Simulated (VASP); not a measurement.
# Ta2W (I4/mmm) in VASP: further runs

Runs on Ta2W. Level: PBE. Tasks: single point, relaxation of cell and atoms.

All numbers are computed with VASP 6.6.1; they aren't measurements. Logs are shortened: lines on timing, memory, paths and dates and some standing lists are left out, and cuts for length are marked.

## 1. The cell of the first run

Symmetry: I4/mmm, No. 139, tetragonal system. Conventional cell: a = 3.236 Å, b = 3.236 Å, c = 9.709 Å, α = 90.00°, β = 90.00°, γ = 90.00°. Ta (site symmetry 4mm) has 9 Ta at 2.80 to 3.24 Å and 5 W at 2.80 to 3.24 Å within 3.7 Å. Within 3.7 Å of W (site symmetry 4/mmm) lie 10 Ta at 2.80 to 3.24 Å and 4 W at 3.24 Å.

## 2. Single point, PBE

Contents of INCAR:

```
PREC = Accurate ; ENCUT = 520
EDIFF = 1E-6 ; ISMEAR = 0
SIGMA = 0.1 ; LREAL = False
LASPH = True ; NELM = 80
ALGO = Normal ; ISIF = 2
LWAVE = False ; LCHARG = False
GGA = PE ; NBANDS = 25
```

Contents of KPOINTS:

```
regular mesh
0
Gamma
  8 8 8
```

Contents of POSCAR:

```
Ta2W
1.0
   -1.6181711600      1.6181711600      4.8545134900
    1.6181711600     -1.6181711600      4.8545134900
    1.6181711600      1.6181711600     -4.8545134900
Ta W
2 1
Direct
    0.6666666700      0.6666666700      0.0000000000
    0.3333333300      0.3333333300      0.0000000000
    0.0000000000      0.0000000000      0.0000000000
```

Potentials or basis: VASP PAW PBE potentials, release 64 (Ta_pv, W_sv).

On the command line:

```sh
> cat potpaw_PBE.64/Ta_pv/POTCAR potpaw_PBE.64/W_sv/POTCAR > POTCAR
> mpirun -np 1 vasp_std > vasp.out
```

OUTCAR:

```text
PREC = Accurate
   ENCUT = 520
   EDIFF = 1E-6
   ISMEAR = 0
   LREAL = False
   LASPH = True
   NELM = 80
   ISIF = 2
   GGA = PE

 ion  position               nearest neighbor table
   1  0.667  0.667  0.000-   2 2.80   2 2.80   2 2.80   2 2.80   3 2.80   3 2.80   3 2.80   3 2.80
                             3 3.24   2 3.24
   2  0.333  0.333  0.000-   1 2.80   1 2.80   1 2.80   1 2.80   3 2.80   3 2.80   3 2.80   3 2.80
                             3 3.24   1 3.24
   3  0.000  0.000  0.000-   1 2.80   2 2.80   1 2.80   2 2.80   1 2.80   2 2.80   2 2.80   1 2.80
                             1 3.24   2 3.24

  LATTYP: Found a body centered tetragonal cell.
 ALAT       =     3.2363423200
 C/A-ratio  =     3.0000000062

  Lattice vectors:

 A1 = (  -1.6181711600,   1.6181711600,   4.8545134900)
 A2 = (   1.6181711600,  -1.6181711600,   4.8545134900)
 A3 = (   1.6181711600,   1.6181711600,  -4.8545134900)

Analysis of symmetry for initial positions (statically):
=====================================================================
 Subroutine PRICEL returns:
 Original cell was already a primitive cell.

 Routine SETGRP: Setting up the symmetry group for a
 body centered tetragonal supercell.

 Subroutine GETGRP returns: Found 16 space group operations
 (whereof 16 operations were pure point group operations)
 out of a pool of 16 trial point group operations.

The static configuration has the point symmetry D_4h.

Analysis of symmetry for dynamics (positions and initial velocities):
=====================================================================
 Subroutine PRICEL returns:
 Original cell was already a primitive cell.

 Routine SETGRP: Setting up the symmetry group for a
 body centered tetragonal supercell.

 Subroutine GETGRP returns: Found 16 space group operations
 (whereof 16 operations were pure point group operations)
 out of a pool of 16 trial point group operations.

The dynamic configuration has the point symmetry D_4h.

 Subroutine INISYM returns: Found 16 space group operations
 (whereof 16 operations are pure point group operations),
 and found     1 'primitive' translations

----------------------------------------------------------------------------------------

                                     Primitive cell

  volume of cell :      50.8457

  direct lattice vectors                    reciprocal lattice vectors
    -1.618171160  1.618171160  4.854513490     0.000000000  0.308990799  0.102996933
     1.618171160 -1.618171160  4.854513490     0.308990799  0.000000000  0.102996933
     1.618171160  1.618171160 -4.854513490     0.308990799  0.308990799  0.000000000

  length of vectors
     5.366866593  5.366866593  5.366866593     0.325704900  0.325704900  0.436978979

  position of ions in fractional coordinates (direct lattice)
     0.666666670  0.666666670  0.000000000
     0.333333330  0.333333330  0.000000000
     0.000000000  0.000000000  0.000000000

  ion indices of the primitive-cell ions
   primitive index   ion index
                 1           1
                 2           2
                 3           3

----------------------------------------------------------------------------------------

 KPOINTS: regular mesh

Automatic generation of k-mesh.
 Grid dimensions read from file:
 generate k-points for:    8    8    8

 Generating k-lattice:

  Cartesian coordinates                     Fractional coordinates (reciprocal lattice)
     0.000000000  0.038623850  0.012874617     0.125000000  0.000000000  0.000000000
     0.038623850  0.000000000  0.012874617     0.000000000  0.125000000  0.000000000
     0.038623850  0.038623850  0.000000000     0.000000000  0.000000000  0.125000000

  Length of vectors
     0.040713113  0.040713113  0.054622372

  Shift w.r.t. Gamma in fractional coordinates (k-lattice)
     0.000000000  0.000000000  0.000000000

 Subroutine IBZKPT returns following result:
 ===========================================

 Found     59 irreducible k-points:

 Following reciprocal coordinates:
            Coordinates               Weight
  0.000000  0.000000  0.000000      1.000000
  0.125000 -0.000000  0.000000      8.000000
  0.250000 -0.000000  0.000000      8.000000
  0.375000 -0.000000  0.000000      8.000000
  0.500000 -0.000000  0.000000      4.000000
  0.125000  0.125000  0.000000      8.000000
[... 16 lines left out ...]
  0.250000  0.125000  0.125000     16.000000
  0.375000  0.125000  0.125000      8.000000
 [... further k-points ...]
   k-points           NKPTS =     59   k-points in BZ     NKDIM =     59   number of bands    NBANDS=     25
   number of dos      NEDOS =    301   number of ions     NIONS =      3
   total plane-waves  NPLWV =  64000
   dimension x,y,z NGX =    40 NGY =   40 NGZ =   40
   dimension x,y,z NGXF=    80 NGYF=   80 NGZF=   80
   ions per type =               2   1
   NGX,Y,Z   is equivalent  to a cutoff of  12.39, 12.39, 12.39 a.u.
   NGXF,Y,Z  is equivalent  to a cutoff of  24.78, 24.78, 24.78 a.u.
 SYSTEM =  unknown system
   PREC   = accura    normal or accurate (medium, high low for compatibility)
   ISTART =      0    job   : 0-new  1-cont  2-samecut
   ICHARG =      2    charge: 1-file 2-atom 10-const
   ISPIN  =      1    spin polarized calculation?
   LNONCOLLINEAR =      F non collinear calculations
   LSORBIT =      F    spin-orbit coupling
   LASPH  =      T    aspherical Exc in radial PAW
   ENCUT  =  520.0 eV  38.22 Ry    6.18 a.u.   9.98  9.98  9.98*2*pi/ulx,y,z
   NELM   =     80;   NELMIN=  2; NELMDL= -5     # of ELM steps
   EDIFF  = 0.1E-05   stopping-criterion for ELM
   LREAL  =      F    real-space projection
   EDIFFG = 0.1E-04   stopping-criterion for IOM
   NSW    =      0    number of steps for IOM
   IBRION =     -1    ionic relax: 0-MD 1-quasi-New 2-CG
   NFREE  =      0    steps in history (QN), initial steepest desc. (CG)
   ISIF   =      2    stress and relaxation
   ISYM   =      2    0-nonsym 1-usesym 2-fastsym
   POTIM  = 0.5000    time-step for ionic-motion
   TEBEG  =    0.0;   TEEND  =   0.0 temperature during run
   PSTRESS=    0.0 pullay stress
   NELECT =      36.0000    total number of electrons
   NUPDOWN=      -1.0000    fix difference up-down
   EMIN   =  10.00;   EMAX   =-10.00  energy-range for DOS
   EFERMI =   0.00;   METHOD = LEGACY
   ISMEAR =     0;   SIGMA  =   0.10  broadening in eV -4-tet -1-fermi 0-gaus
   EFERMI_NEDOS =   21; number of points for ismear=-14 and -15
   IALGO  =     38    algorithm
   IMIX   =      4    mixing-type and parameters
     AMIX     =   0.40;   BMIX     =  1.00
     AMIX_MAG =   1.60;   BMIX_MAG =  1.00
  volume/ion in A,a.u.               =      16.95       114.37
  Fermi-wavevector in a.u.,A,eV,Ry     =   1.459119  2.757336 28.967199  2.129029
  Thomas-Fermi vector in A             =   2.575724
   LORBIT       =      0    0 simple, 1 ext, 2 COOP (PROOUT), +10 PAW based schemes
   GGA     = PE    functional components
   LHFCALC =     F    Hartree Fock is set to
   AEXX    =    0.0000 exact exchange contribution
   IVDW    =     0    specifies the selected vdW correction
   LEPSILON=     F    determine dielectric tensor
   LRPA    =     F    only Hartree local field effects (RPA)
 non-spin polarized calculation
 Gauss-broadening in eV      SIGMA  =   0.10
  energy-cutoff  :      520.00
  volume of cell :       50.85
 maximum number of plane-waves:      1390
   NGX = 19   NGY = 19   NGZ = 19

 number of electron      36.0000000 magnetization

 Free energy of the ion-electron system (eV)
  ---------------------------------------------------
  ext. energy  EPLUGINS =         0.00000000
  ---------------------------------------------------
  free energy    TOTEN  =       -36.71428506 eV

  energy without entropy =      -36.70076940  energy(sigma->0) =      -36.70752723

 E-fermi :   7.2408     XC(G=0): -13.0377

 val. band max:        7.2343140448   @ k =  -0.3750  -0.3750   0.1250
 cond. band min:       7.2610381973   @ k =   0.5000   0.5000   0.5000
 fundamental gap:      0.0267241525
 Fermi energy:         7.2407600959

 k-point     1 :       0.0000    0.0000    0.0000
  band No.  band energies     occupation
      1     -65.9117      2.00000
      2     -30.1957      2.00000
      3     -30.0856      2.00000
      4     -30.0856      2.00000
      5     -26.5957      2.00000
      6     -26.3795      2.00000
[... 17 lines left out ...]
     24      11.0457      0.00000
     25      11.4302      0.00000

 k-point     2 :       0.1250   -0.0000    0.0000
  band No.  band energies     occupation
      1     -65.9107      2.00000
      2     -30.1958      2.00000
      3     -30.1166      2.00000
      4     -30.0809      2.00000
      5     -26.5835      2.00000
      6     -26.4194      2.00000
[... 17 lines left out ...]
     24      11.1808      0.00000
     25      12.5145      0.00000

 k-point     3 :       0.2500   -0.0000    0.0000
  band No.  band energies     occupation
      1     -65.9086      2.00000
      2     -30.1967      2.00000
      3     -30.1881      2.00000
      4     -30.0692      2.00000
      5     -26.5833      2.00000
      6     -26.5144      2.00000
[... 17 lines left out ...]
     24      11.6250      0.00000
     25      13.3405      0.00000

 k-point     4 :       0.3750   -0.0000    0.0000
  band No.  band energies     occupation
      1     -65.9063      2.00000
      2     -30.2594      2.00000
      3     -30.1938      2.00000
      4     -30.0573      2.00000
      5     -26.6243      2.00000
      6     -26.6172      2.00000
[... 17 lines left out ...]
     24      11.9132      0.00000
     25      12.8909      0.00000
[... 477 lines left out ...]
 k-point    22 :       0.1250    0.1250    0.1250
  band No.  band energies     occupation
      1     -65.9054      2.00000
      2     -30.1822      2.00000
      3     -30.1770      2.00000
      4     -30.1711      2.00000
      5     -26.6217      2.00000
      6     -26.5477      2.00000
[... 17 lines left out ...]
     24      11.4745      0.00000
     25      11.7618      0.00000

 k-point    23 :       0.2500    0.1250    0.1250
  band No.  band energies     occupation
      1     -65.9031      2.00000
      2     -30.2482      2.00000
      3     -30.1706      2.00000
      4     -30.1651      2.00000
      5     -26.6543      2.00000
      6     -26.6152      2.00000
[... 17 lines left out ...]
     24      12.0735      0.00000
     25      12.3566      0.00000

 k-point    24 :       0.3750    0.1250    0.1250
  band No.  band energies     occupation
      1     -65.9022      2.00000
      2     -30.2782      2.00000
      3     -30.1651      2.00000
      4     -30.1632      2.00000
      5     -26.6657      2.00000
      6     -26.6498      2.00000
[... 17 lines left out ...]
     24      12.2945      0.00000
     25      12.4124      0.00000

 [... further k-points ...]
[... 5 lines left out ...]
  --------------------------------------------------------------------------------------
  -------------------------------------------------------------------------------------
  Total        2.1065002      2.1065002      1.7202357      0.0000000      0.0000000      0.0000000
  in kB       66.3769785     66.3769785     54.2055700      0.0000000      0.0000000      0.0000000
  external PRESSURE =      62.3198423 kB  Pullay stress =       0.0000000 kB

 VOLUME and BASIS-vectors are now :
 -----------------------------------------------------------------------------
  energy-cutoff  :      520.00
  volume of cell :       50.85
      direct lattice vectors                 reciprocal lattice vectors
    -1.618171160  1.618171160  4.854513490     0.000000000  0.308990799  0.102996933
     1.618171160 -1.618171160  4.854513490     0.308990799  0.000000000  0.102996933
     1.618171160  1.618171160 -4.854513490     0.308990799  0.308990799  0.000000000

 POSITION                                       TOTAL-FORCE (eV/Angst)
 -----------------------------------------------------------------------------------
      0.00000      0.00000      6.47268         0.000000      0.000000     -1.026131
      0.00000      0.00000      3.23634        -0.000000     -0.000000      1.026131
      0.00000      0.00000      0.00000        -0.000000     -0.000000      0.000000
 -----------------------------------------------------------------------------------
    total drift:                                0.000000     -0.000000      0.000000

  FREE ENERGIE OF THE ION-ELECTRON SYSTEM (eV)
  ---------------------------------------------------
  free  energy   TOTEN  =       -36.7142850567 eV

  energy  without entropy=      -36.7007694030  energy(sigma->0) =      -36.70752723
```

Run time: 2.4 min. Hardware: 1 thread of Intel Xeon 6975P-C, shared host; peak memory 0.27 GiB.

What came out:

- Free energy: -36.7143 eV
- Pressure: 6.2 GPa
- Largest force: 1.026 eV/Å
- Band gap on the k mesh: zero (band 18 reaches 8.12 eV, above the bottom of band 19 at 6.43 eV)

Forces on the atoms (eV/Å):
```
Ta   0.000  0.000 -1.026
Ta   0.000  0.000  1.026
W    0.000  0.000  0.000
```

Levels at points of the mesh, in eV from the Fermi level:
```tsv
k point	band 14	band 15	band 16	band 17	band 18	band 19	band 20	band 21	band 22	band 23
(0.00, 0.00, 0.00)	-3.03	-2.77	0.25	0.25	0.30	2.21	2.21	2.65	2.65	3.66
(0.50, 0.00, 0.00)	-2.01	-1.49	-1.11	-0.59	-0.01	1.54	1.66	2.15	3.58	4.14
(0.50, 0.50, 0.00)	-2.18	-2.03	-1.85	-0.47	-0.47	1.67	3.37	3.78	4.35	5.06
(0.50, 0.50, 0.50)	-4.31	0.02	0.02	0.43	0.67	0.67	1.04	1.12	1.95	4.37
```

Caveat: spin-orbit coupling is left out, which moves the levels of the heavy elements; forces of over 1 eV/Å act on the atoms, so gaps and moduli don't describe the material at rest.

## 3. Single point, PBE

This run uses another cell than the first one, of 17.46 Å³/atom, 1.030 times its volume.

Contents of INCAR:

```
SYSTEM = Ta2W
ALGO = Fast
EDIFF = 1E-6
ENCUT = 520
GGA = PE
ISIF = 2
ISMEAR = 0
LASPH = .TRUE.
LCHARG = .TRUE.
LELF = .TRUE.
LREAL = .FALSE.
LVHAR = .TRUE.
LWAVE = .FALSE.
NBANDS = 25
NELM = 60
PREC = Accurate
SIGMA = 0.1
```

Contents of KPOINTS:

```
k-points
0
G
  8 8 8
  0 0 0
```

Contents of POSCAR:

```
Ta2W
1.0
   -1.6287548262      1.6287548262      4.9371456677
    1.6287548262     -1.6287548262      4.9371456677
    1.6287548262      1.6287548262     -4.9371456677
Ta W
2 1
Direct
    0.6607553881      0.6607553881      0.0000000000
    0.3392446119      0.3392446119      0.0000000000
    0.0000000000      0.0000000000      0.0000000000
```

Potentials or basis: VASP PAW PBE potentials, release 64 (Ta_pv, W_sv).

On the command line:

```sh
> cat potpaw_PBE.64/Ta_pv/POTCAR potpaw_PBE.64/W_sv/POTCAR > POTCAR
> mpirun -np 1 vasp_std > vasp.out
```

Run time: 3.6 min. Hardware: 1 thread of Intel Xeon 6975P-C, shared host; peak memory 0.29 GiB.

Results (log left out):

```yaml
Free_energy: -36.7964 eV
Pressure: 0.3 GPa
Largest_force: 0.017 eV/Å
Band_gap_on_the_k_mesh: zero (band 18 reaches 7.77 eV, above the bottom of band 19 at 6.41 eV)
```

Forces on the atoms (eV/Å):
```
Ta   0.000  0.000  0.017
Ta   0.000  0.000 -0.017
W    0.000  0.000  0.000
```

Stress tensor (GPa, compression positive):
```
0.23 0.00 0.00
0.00 0.23 0.00
0.00 0.00 0.32
```

Levels at points of the mesh, in eV from the Fermi level:
```tsv
k point	band 15	band 16	band 17	band 18	band 19	band 20	band 21	band 22
(0.00, 0.00, 0.00)	-2.41	0.19	0.19	0.26	2.21	2.21	2.53	2.53
(0.50, 0.00, 0.00)	-1.55	-0.94	-0.77	0.24	1.34	1.57	1.94	3.43
(0.50, 0.50, 0.00)	-2.02	-1.96	-0.55	-0.50	1.54	3.27	3.67	4.01
(0.50, 0.50, 0.50)	0.08	0.08	0.57	0.57	0.67	0.73	0.86	2.22
```

Caveat: spin-orbit coupling is left out, which moves the levels of the heavy elements.

(Continued in part 2 of 2.)
